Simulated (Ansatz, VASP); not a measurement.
## One calculation of C, two programs

File POSCAR:

```
C
1.0
    2.5031953710      0.0000000000      0.0000000000
   -1.2515976855      2.1678307819      0.0000000000
    0.0000000000      0.0000000000      4.3114446039
C
4
Direct
    0.3333333333      0.6666666667     -0.0003803633
    0.6666666667      0.3333333333      0.4996196367
    0.3333333333      0.6666666667      0.3753803633
    0.6666666667      0.3333333333      0.8753803633
```

INCAR.step1

```
PREC     = Accurate       # precision mode
ENCUT    = 520            # plane-wave cutoff, eV
EDIFF    = 1E-5           # SCF threshold, eV
ISMEAR   = 0              # smearing method
SIGMA    = 0.01           # smearing width, eV
LREAL    = F              # projectors in reciprocal space
LASPH    = T              # aspherical terms in the spheres
NELM     = 60             # most SCF steps
ALGO     = Normal         # electronic algorithm
ISIF     = 2              # what is computed and relaxed
LWAVE    = T              # write WAVECAR
NBANDS   = 16             # bands
GGA      = PE             # functional
```

The input INCAR.step2:

```
PREC     = Accurate       # precision mode
ENCUT    = 520            # plane-wave cutoff, eV
EDIFF    = 1E-6           # SCF threshold, eV
ISMEAR   = 0              # smearing method
SIGMA    = 0.01           # smearing width, eV
LREAL    = F              # projectors in reciprocal space
LASPH    = T              # aspherical terms in the spheres
NELM     = 60             # most SCF steps
ALGO     = Normal         # electronic algorithm
ISIF     = 2              # what is computed and relaxed
LWAVE    = F              # write WAVECAR
LCHARG   = T              # write CHGCAR
GGA      = PE             # functional
LHFCALC  = T              # exact exchange
HFSCREEN = 0.2079         # screening, 1/A
PRECFOCK = Normal       
LELF     = T              # ELF
LVHAR    = T            
NBANDS   = 16             # bands
ISTART   = 1
```

KPOINTS

```
regular mesh
0
Gamma
  9 9 4
```

Input for Ansatz:

```yaml
crystal:
  lattice:
    - [2.503195371, 0.0, 0.0]
    - [-1.2515976855, 2.1678307819, 0.0]
    - [0.0, 0.0, 4.3114446039]
  atoms:
    - { symbol: C, position: [0.3333333333, 0.6666666667, -0.0003803633] }
    - { symbol: C, position: [0.6666666667, 0.3333333333, 0.4996196367] }
    - { symbol: C, position: [0.3333333333, 0.6666666667, 0.3753803633] }
    - { symbol: C, position: [0.6666666667, 0.3333333333, 0.8753803633] }
kpoints:
  mp_grid: { grid: [9, 9, 4] }
  band_path:
    path:
      - [0.0, 0.0, 0.0]
      - [0.5, 0.0, 0.0]
      - [0.3333333333, 0.3333333333, 0.0]
      - [0.0, 0.0, 0.5]
      - [0.5, 0.0, 0.5]
      - [0.3333333333, 0.3333333333, 0.5]
    npoints: 1
hamiltonian:
  xc: hse06
scf:
  occupations: { method: fixed }
  n_extra_bands: 5
output:
  forces: true
  stress: true
  eigenvalues: true
  write_density: true
  write_potential: true
  elf: true
  volumetric_format: npy
```

Change from the starting cell: uniaxial_z strain +3.4%.

Alike in both runs: task single point; functional HSE06; k mesh 9 × 9 × 4; no spin polarisation.

```csv
,VASP,Ansatz
version,VASP 6.6.1,Ansatz 0.2.0
potentials or method,"VASP PAW PBE potentials, release 64 (C)","plane waves, PAW"
plane-wave cutoff (eV),520,420
occupations,"gaussian, width 0.01 eV",fixed
valence electrons in the cell,16,16
```

```csv
,VASP,Ansatz,Ansatz less VASP
gap on the k mesh at the Fermi level (eV),4.57,4.58,+0.012
pressure (GPa),-18.5,-19.2,-0.74
"traceless stress, the component that is largest in VASP (GPa)",-27.84,-27.60,+0.240
rms of the force components (eV/Å),0.039,0.029,-0.0104
```

Atom by atom the forces differ by 0.010 eV/Å (rms over components). Ansatz's warnings: stress exchange threshold loose, stress scf threshold loose.
